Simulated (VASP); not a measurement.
The system is Pd.

```xyz
1
Lattice="0.0000 1.9465 1.9465 1.9465 0.0000 1.9465 1.9465 1.9465 0.0000" Properties=species:S:1:pos:R:3 pbc="T T T"
Pd    0.0000    0.0000    0.0000
```

```yaml
Program: VASP 6.6.1
Task: relaxation of cell and atoms
Functional: PBE
Potentials_or_basis: VASP PAW PBE potentials, release 64 (Pd)
Cutoff: 600 eV
k_mesh: 14 × 14 × 14
Occupations: fermi-dirac, width 0.05 eV
Spin: no spin polarisation
```

At the start: pressure 7.0 GPa; volume 14.75 Å³/atom.

Question: How do energy, volume and symmetry change on relaxing?

Answer: Over 5 steps the energy falls by 11.8 meV/atom and the volume is 15.31 Å³/atom (+3.8 %); space group Fm-3m (No. 225, to 0.05 Å).

Step by step:
```tsv
step	energy change (eV)	largest force (eV/Å)	pressure (GPa)	volume (Å³)
1	0.0000	0.0000	6.99	14.75
2	0.0103	0.0000	-7.83	16.17
3	-0.0118	0.0000	-0.07	15.32
4	-0.0118	0.0000	0.06	15.31
5	-0.0118	0.0000	0.04	15.31
```

Final structure:
```
CELL_PARAMETERS angstrom
0.00000 1.97086 1.97086
1.97086 0.00000 1.97086
1.97086 1.97086 0.00000
ATOMIC_POSITIONS crystal
Pd 0.00000 0.00000 0.00000
```
